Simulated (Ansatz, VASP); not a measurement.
# Two plane-wave programs on AlP5

```
Al P
1.0
     5.19543    0.00000    0.00000
     0.00000    5.19543    0.00000
     0.00000    0.00000    4.78621
Al P
1 5
Direct
  0.50000 0.50000 0.00000
  0.71841 0.71841 0.00000
  0.28159 0.28159 0.00000
  0.28159 0.71841 0.00000
  0.71841 0.28159 0.00000
  0.00000 0.00000 0.00000
```

Alike in both runs: task single point; functional PBE; k mesh 4 × 4 × 4; occupations gaussian, width 0.1 eV; no spin polarisation.

|  | VASP | Ansatz |
| --- | --- | --- |
| version | VASP 6.6.1 | Ansatz 0.2.0 |
| potentials or method | VASP PAW PBE potentials, release 64 (Al, P), cutoff 520 eV | scalar-relativistic, plane waves, PAW |
| valence electrons in the cell | 28 | 28 |

|  | VASP | Ansatz | Ansatz less VASP |
| --- | --- | --- | --- |
| gap on the k mesh at the Fermi level (eV) | none | none | - |
| rms of the force components (eV/Å) | 12.336 | 12.236 | -0.1006 |

Atom by atom the forces differ by 0.101 eV/Å (rms over components). A gap of «none» marks a metal or a gap that the smearing closes.
